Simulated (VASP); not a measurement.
Set up this calculation in VASP 6.6.1, as the native input.

* Task: single point
* Functional: PBEsol
* Potentials or basis: VASP PAW PBE potentials, release 64 (Ag)
* Cutoff: 520 eV
* k mesh: 12 × 12 × 1
* Occupations: gaussian, width 0.1 eV
* Spin: no spin polarisation
* Dipole correction: yes
* Further INCAR settings: ALGO = Normal; EDIFF = 1e-06; NBANDS = 54

The structure of Ag lies in POSCAR:

```
Ag
1.0
    2.8709531736      0.0000000000      0.0000000000
   -1.4354765868      2.4863183814      0.0000000000
    0.0000000000      0.0000000000     33.3416030480
Ag
8
Direct
    0.3333333333      0.6666666667      0.2549367524
    0.0000000000      0.0000000000      0.3249548231
    0.6666666667      0.3333333333      0.3949728939
    0.0000000000      0.0000000000      0.4649909646
    0.3333333333      0.6666666667      0.5352324840
    0.0000000000      0.0000000000      0.6050695317
    0.6666666667      0.3333333333      0.6746268711
    0.0000000000      0.0000000000      0.7446236548
```

These files were run (other wordings do the same):

INCAR

```
SYSTEM = Ag
ALGO = Normal ; DIPOL = 0.5 0.5 0.500
EDIFF = 1E-6 ; ENCUT = 520
GGA = PS ; IDIPOL = 3
ISIF = 2 ; ISMEAR = 0
LASPH = .TRUE. ; LCHARG = .FALSE.
LDIPOL = .TRUE. ; LREAL = .FALSE.
LWAVE = .FALSE. ; NBANDS = 54
NELM = 100 ; PREC = Accurate
SIGMA = 0.1
```

KPOINTS

```
k-points
0
G
  12 12 1
  0 0 0
```

Potentials or basis: VASP PAW PBE potentials, release 64 (Ag).

Launch:

```console
$ cat potpaw_PBE.64/Ag/POTCAR > POTCAR
$ mpirun -np 1 vasp_std > vasp.out
```

Results of the run:

```yaml
Largest_force: 0.032 eV/Å
Band_gap_on_the_k_mesh: zero (band 44 reaches 6.29 eV, above the bottom of band 45 at -0.17 eV)
```

Caveat: the PAW data sets were made with another functional, which shifts forces and pressure a little.

Run time: 8.2 min on 1 thread of Intel(R) Xeon(R) 6975P-C (Granite Rapids) (shared host), peak memory 0.44 GiB.
